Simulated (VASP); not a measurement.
# CaS (Fm-3m) in VASP: a series of runs

Runs on CaS. Level: PBE. Tasks: single point, relaxation of cell and atoms.

Everything below comes from runs of VASP 6.6.1. Logs are shortened: lines on timing, memory, paths and dates and some standing lists are left out, and cuts for length are marked.

### Step 1. The cell of the first run

It takes space group Fm-3m (No. 225, cubic). The conventional cell has a = 5.705 Å, b = 5.705 Å, c = 5.705 Å, α = 90.00°, β = 90.00°, γ = 90.00°. Ca (site symmetry m-3m) has 6 S at 2.85 Å within 3.8 Å. Within 3.8 Å of S (site symmetry m-3m) lie 6 Ca at 2.85 Å.

### Step 2. Single point, PBE

The input, INCAR:

```
SYSTEM = CaS
  PREC = Accurate
  ENCUT = 500
  EDIFF = 1E-6
  ISMEAR = 0
  SIGMA = 0.1
  LREAL = .False.
  LASPH = .True.
  NELM = 120
  ALGO = Normal
  ISIF = 2
  LWAVE = .False.
  LCHARG = .False.
  GGA = PE
  NBANDS = 15
  GGA_COMPAT = .False.
```

The input, KPOINTS:

```
Automatic mesh
0
Gamma
  6 6 6
  0 0 0
```

The input, POSCAR:

```
CaS
1.0
    0.0000000000      2.8523743200      2.8523743200
    2.8523743200      0.0000000000      2.8523743200
    2.8523743200      2.8523743200      0.0000000000
Ca S
1 1
Direct
    0.0000000000      0.0000000000      0.0000000000
    0.5000000000      0.5000000000      0.5000000000
```

Potentials or basis: VASP PAW PBE potentials, release 64 (Ca_sv, S).

On the command line:

```
$ cat potpaw_PBE.64/Ca_sv/POTCAR potpaw_PBE.64/S/POTCAR > POTCAR
$ mpirun -np 1 vasp_std > vasp.out
```

OUTCAR:

```text
SYSTEM = CaS
   PREC = Accurate
   ENCUT = 500
   EDIFF = 1E-6
   ISMEAR = 0
   LREAL = .False.
   LASPH = .True.
   NELM = 120
   ISIF = 2
   GGA = PE

 ion  position               nearest neighbor table
   1  0.000  0.000  0.000-   2 2.85   2 2.85   2 2.85   2 2.85   2 2.85   2 2.85
   2  0.500  0.500  0.500-   1 2.85   1 2.85   1 2.85   1 2.85   1 2.85   1 2.85

  LATTYP: Found a face centered cubic cell.
 ALAT       =     5.7047486400

  Lattice vectors:

 A1 = (   0.0000000000,   2.8523743200,   2.8523743200)
 A2 = (   2.8523743200,   0.0000000000,   2.8523743200)
 A3 = (   2.8523743200,   2.8523743200,   0.0000000000)

Analysis of symmetry for initial positions (statically):
=====================================================================
 Subroutine PRICEL returns:
 Original cell was already a primitive cell.

 Routine SETGRP: Setting up the symmetry group for a
 face centered cubic supercell.

 Subroutine GETGRP returns: Found 48 space group operations
[... 9 lines left out ...]

 Routine SETGRP: Setting up the symmetry group for a
 face centered cubic supercell.

 Subroutine GETGRP returns: Found 48 space group operations
[... 11 lines left out ...]
                                     Primitive cell

  volume of cell :      46.4141

  direct lattice vectors                    reciprocal lattice vectors
     0.000000000  2.852374320  2.852374320    -0.175292561  0.175292561  0.175292561
     2.852374320  0.000000000  2.852374320     0.175292561 -0.175292561  0.175292561
     2.852374320  2.852374320  0.000000000     0.175292561  0.175292561 -0.175292561

  length of vectors
     4.033866448  4.033866448  4.033866448     0.303615622  0.303615622  0.303615622

  position of ions in fractional coordinates (direct lattice)
     0.000000000  0.000000000  0.000000000
     0.500000000  0.500000000  0.500000000

  ion indices of the primitive-cell ions
   primitive index   ion index
                 1           1
                 2           2

----------------------------------------------------------------------------------------

 KPOINTS: Automatic mesh

Automatic generation of k-mesh.
 Grid dimensions read from file:
 generate k-points for:    6    6    6

 Generating k-lattice:

  Cartesian coordinates                     Fractional coordinates (reciprocal lattice)
    -0.029215427  0.029215427  0.029215427     0.166666667  0.000000000  0.000000000
     0.029215427 -0.029215427  0.029215427     0.000000000  0.166666667  0.000000000
     0.029215427  0.029215427 -0.029215427     0.000000000  0.000000000  0.166666667

  Length of vectors
     0.050602604  0.050602604  0.050602604

  Shift w.r.t. Gamma in fractional coordinates (k-lattice)
     0.000000000  0.000000000  0.000000000

 Subroutine IBZKPT returns following result:
 ===========================================

 Found     16 irreducible k-points:

 Following reciprocal coordinates:
            Coordinates               Weight
  0.000000  0.000000  0.000000      1.000000
  0.166667  0.000000  0.000000      8.000000
  0.333333  0.000000  0.000000      8.000000
  0.500000  0.000000  0.000000      4.000000
  0.166667  0.166667  0.000000      6.000000
  0.333333  0.166667  0.000000     24.000000
[... 8 lines left out ...]
 -0.333333  0.333333  0.166667     24.000000
 -0.333333  0.500000  0.166667     12.000000
   k-points           NKPTS =     16   k-points in BZ     NKDIM =     16   number of bands    NBANDS=     15
   number of dos      NEDOS =    301   number of ions     NIONS =      2
   total plane-waves  NPLWV =  27000
   dimension x,y,z NGX =    30 NGY =   30 NGZ =   30
   dimension x,y,z NGXF=    60 NGYF=   60 NGZF=   60
   ions per type =               1   1
   NGX,Y,Z   is equivalent  to a cutoff of  12.36, 12.36, 12.36 a.u.
   NGXF,Y,Z  is equivalent  to a cutoff of  24.73, 24.73, 24.73 a.u.
 SYSTEM =  CaS
   PREC   = accura    normal or accurate (medium, high low for compatibility)
   ISTART =      0    job   : 0-new  1-cont  2-samecut
   ICHARG =      2    charge: 1-file 2-atom 10-const
   ISPIN  =      1    spin polarized calculation?
   LNONCOLLINEAR =      F non collinear calculations
   LSORBIT =      F    spin-orbit coupling
   LASPH  =      T    aspherical Exc in radial PAW
   ENCUT  =  500.0 eV  36.75 Ry    6.06 a.u.   7.35  7.35  7.35*2*pi/ulx,y,z
   NELM   =    120;   NELMIN=  2; NELMDL= -5     # of ELM steps
   EDIFF  = 0.1E-05   stopping-criterion for ELM
   LREAL  =      F    real-space projection
   EDIFFG = 0.1E-04   stopping-criterion for IOM
   NSW    =      0    number of steps for IOM
   IBRION =     -1    ionic relax: 0-MD 1-quasi-New 2-CG
   NFREE  =      0    steps in history (QN), initial steepest desc. (CG)
   ISIF   =      2    stress and relaxation
   ISYM   =      2    0-nonsym 1-usesym 2-fastsym
   POTIM  = 0.5000    time-step for ionic-motion
   TEBEG  =    0.0;   TEEND  =   0.0 temperature during run
   PSTRESS=    0.0 pullay stress
   NELECT =      16.0000    total number of electrons
   NUPDOWN=      -1.0000    fix difference up-down
   EMIN   =  10.00;   EMAX   =-10.00  energy-range for DOS
   EFERMI =   0.00;   METHOD = LEGACY
   ISMEAR =     0;   SIGMA  =   0.10  broadening in eV -4-tet -1-fermi 0-gaus
   EFERMI_NEDOS =   21; number of points for ismear=-14 and -15
   IALGO  =     38    algorithm
   IMIX   =      4    mixing-type and parameters
     AMIX     =   0.40;   BMIX     =  1.00
     AMIX_MAG =   1.60;   BMIX_MAG =  1.00
  volume/ion in A,a.u.               =      23.21       156.61
  Fermi-wavevector in a.u.,A,eV,Ry     =   1.147885  2.169188 17.927574  1.317640
  Thomas-Fermi vector in A             =   2.284563
   LORBIT       =      0    0 simple, 1 ext, 2 COOP (PROOUT), +10 PAW based schemes
   GGA     = PE    functional components
   LHFCALC =     F    Hartree Fock is set to
   AEXX    =    0.0000 exact exchange contribution
   IVDW    =     0    specifies the selected vdW correction
   LEPSILON=     F    determine dielectric tensor
   LRPA    =     F    only Hartree local field effects (RPA)
 non-spin polarized calculation
 Gauss-broadening in eV      SIGMA  =   0.10
  energy-cutoff  :      500.00
  volume of cell :       46.41
 maximum number of plane-waves:      1243
 NGX is ok and might be reduce to    30
   NGX = 15   NGY = 15   NGZ = 15

 number of electron      16.0000004 magnetization

 Free energy of the ion-electron system (eV)
  ---------------------------------------------------
  ext. energy  EPLUGINS =         0.00000000
  ---------------------------------------------------
  free energy    TOTEN  =       -10.36405456 eV

  energy without entropy =      -10.36405456  energy(sigma->0) =      -10.36405456

 E-fermi :   3.2102     XC(G=0):  -9.2930

 val. band max:        2.6922795718   @ k =   0.0000   0.0000   0.0000
 cond. band min:       5.0604037208   @ k =   0.5000   0.5000   0.0000
 fundamental gap:      2.3681241491
 Fermi energy:         3.2101790031

 k-point     1 :       0.0000    0.0000    0.0000
  band No.  band energies     occupation
      1     -36.5240      2.00000
      2     -17.5033      2.00000
      3     -17.5033      2.00000
      4     -17.5033      2.00000
      5      -8.6166      2.00000
      6       2.6923      2.00000
      7       2.6923      2.00000
      8       2.6923      2.00000
      9       6.8075      0.00000
     10       6.8570      0.00000
     11       6.8570      0.00000
     12       6.8570      0.00000
     13       7.4463      0.00000
     14       7.4463      0.00000
     15      13.5454      0.00000

 k-point     2 :       0.1667    0.0000    0.0000
  band No.  band energies     occupation
      1     -36.5212      2.00000
      2     -17.5450      2.00000
      3     -17.5065      2.00000
      4     -17.5065      2.00000
      5      -8.4333      2.00000
      6       1.6545      2.00000
      7       2.3289      2.00000
      8       2.3289      2.00000
      9       6.8621      0.00000
     10       7.2433      0.00000
     11       7.2433      0.00000
     12       8.0361      0.00000
     13       8.1403      0.00000
     14       8.1403      0.00000
     15      13.5373      0.00000

 k-point     3 :       0.3333    0.0000    0.0000
  band No.  band energies     occupation
      1     -36.5157      2.00000
      2     -17.6264      2.00000
      3     -17.5130      2.00000
      4     -17.5130      2.00000
      5      -8.0359      2.00000
      6       0.2175      2.00000
      7       1.7733      2.00000
      8       1.7733      2.00000
      9       7.2235      0.00000
     10       8.1650      0.00000
     11       8.1650      0.00000
     12       9.3307      0.00000
     13       9.6381      0.00000
     14       9.6381      0.00000
     15      12.8895      0.00000

 k-point     4 :       0.5000    0.0000    0.0000
  band No.  band energies     occupation
      1     -36.5129      2.00000
      2     -17.6660      2.00000
      3     -17.5162      2.00000
      4     -17.5162      2.00000
      5      -7.8168      2.00000
      6      -0.3821      2.00000
      7       1.5457      2.00000
      8       1.5457      2.00000
      9       7.9013      0.00000
     10       8.7371      0.00000
     11       8.8728      0.00000
     12       8.8728      0.00000
     13      10.8064      0.00000
     14      10.8064      0.00000
     15      11.5265      0.00000
[... 163 lines left out ...]
 k-point    14 :       0.5000    0.3333    0.1667
  band No.  band energies     occupation
      1     -36.5121      2.00000
      2     -17.6137      2.00000
      3     -17.5554      2.00000
      4     -17.5299      2.00000
      5      -7.9515      2.00000
      6       0.3345      2.00000
      7       1.4665      2.00000
      8       1.5936      2.00000
      9       6.6397      0.00000
     10       8.3720      0.00000
     11       8.8700      0.00000
     12       9.0341      0.00000
     13       9.5606      0.00000
     14      10.9825      0.00000
     15      11.4677      0.00000

 k-point    15 :      -0.3333    0.3333    0.1667
  band No.  band energies     occupation
      1     -36.5103      2.00000
      2     -17.6170      2.00000
      3     -17.5693      2.00000
      4     -17.5392      2.00000
      5      -7.8672      2.00000
      6       0.3834      2.00000
      7       1.0590      2.00000
      8       1.4605      2.00000
      9       7.5836      0.00000
     10       7.7070      0.00000
     11       9.1594      0.00000
     12       9.2856      0.00000
     13       9.3313      0.00000
     14      11.3327      0.00000
     15      11.9671      0.00000

 k-point    16 :      -0.3333    0.5000    0.1667
  band No.  band energies     occupation
      1     -36.5094      2.00000
      2     -17.6049      2.00000
      3     -17.5689      2.00000
      4     -17.5582      2.00000
      5      -7.9132      2.00000
      6       0.6451      2.00000
      7       1.2971      2.00000
      8       1.3198      2.00000
      9       6.3662      0.00000
     10       8.5792      0.00000
     11       8.5863      0.00000
     12       9.1982      0.00000
     13       9.4656      0.00000
     14      10.5056      0.00000
     15      12.6561      0.00000

------------------------ aborting loop because EDIFF is reached ----------------------------------------

  FORCE on cell =-STRESS in cart. coord.  units (eV):
  Direction    XX          YY          ZZ          XY          YZ          ZX
  --------------------------------------------------------------------------------------
  -------------------------------------------------------------------------------------
  Total        0.1055102      0.1055102      0.1055102     -0.0000000      0.0000000      0.0000000
  in kB        3.6421297      3.6421297      3.6421297     -0.0000000      0.0000000      0.0000000
  external PRESSURE =       3.6421297 kB  Pullay stress =       0.0000000 kB

 VOLUME and BASIS-vectors are now :
 -----------------------------------------------------------------------------
  energy-cutoff  :      500.00
  volume of cell :       46.41
      direct lattice vectors                 reciprocal lattice vectors
     0.000000000  2.852374320  2.852374320    -0.175292561  0.175292561  0.175292561
     2.852374320  0.000000000  2.852374320     0.175292561 -0.175292561  0.175292561
     2.852374320  2.852374320  0.000000000     0.175292561  0.175292561 -0.175292561

 POSITION                                       TOTAL-FORCE (eV/Angst)
 -----------------------------------------------------------------------------------
      0.00000      0.00000      0.00000         0.000000      0.000000      0.000000
      2.85237      2.85237      2.85237        -0.000000     -0.000000     -0.000000
 -----------------------------------------------------------------------------------
    total drift:                               -0.000000      0.000000      0.000000

  FREE ENERGIE OF THE ION-ELECTRON SYSTEM (eV)
  ---------------------------------------------------
  free  energy   TOTEN  =       -10.3640545627 eV

  energy  without entropy=      -10.3640545627  energy(sigma->0) =      -10.36405456
```

It used 5.4 s of CPU time on 1 thread of Intel(R) Xeon(R) Platinum 8559C (Emerald Rapids), on a shared host.

Results:

```
Free energy            : -10.3641 eV
Pressure               : 0.4 GPa
Band gap on the k mesh : 2.37 eV, indirect (least direct gap 3.17 eV)
```

### Step 3. Single point, PBE

This run uses another cell than the first one, of 23.29 Å³/atom, 1.004 times its volume.

The input, INCAR:

```
SYSTEM = CaS
PREC = Accurate
ENCUT = 500
EDIFF = 1E-6
ISMEAR = 0
SIGMA = 0.02
LREAL = .FALSE.
LASPH = .TRUE.
NELM = 120
ALGO = Normal
ISIF = 2
LWAVE = .FALSE.
LCHARG = .FALSE.
GGA = PE
NBANDS = 15
GGA_COMPAT = .FALSE.
```

The input, KPOINTS:

```
Automatic mesh
0
G
  8 8 8
  0 0 0
```

The input, POSCAR:

```
CaS
1.0
    0.0000000000      2.8558999244      2.8558999244
    2.8558999244      0.0000000000      2.8558999244
    2.8558999244      2.8558999244      0.0000000000
Ca S
1 1
Direct
    0.0000000000      0.0000000000      0.0000000000
    0.5000000000      0.5000000000      0.5000000000
```

Potentials or basis: VASP PAW PBE potentials, release 64 (Ca_sv, S).

On the command line:

```
$ cat potpaw_PBE.64/Ca_sv/POTCAR potpaw_PBE.64/S/POTCAR > POTCAR
$ mpirun -np 1 vasp_std > vasp.out
```

It took 13 s on 1 thread of Intel Xeon Platinum 8559C (Emerald Rapids), shared host; peak memory 0.17 GiB.

Results (log left out):

```
Free energy            : -10.3649 eV
Pressure               : 0.1 GPa
Band gap on the k mesh : 2.38 eV, indirect (least direct gap 3.18 eV)
```

Levels at points of the mesh, in eV from the valence-band top:
```
           k point  band 5  band 6  band 7  band 8  band 9  band 10  band 11  band 12
(0.00, 0.00, 0.00)  -11.30    0.00    0.00    0.00    4.09     4.17     4.17     4.17
(0.50, 0.00, 0.00)  -10.50   -3.06   -1.14   -1.14    5.20     6.03     6.17     6.17
(0.50, 0.50, 0.00)  -10.68   -2.26   -0.80   -0.80    2.38     5.59     5.98     6.73
```

[end of part 1 of 2]
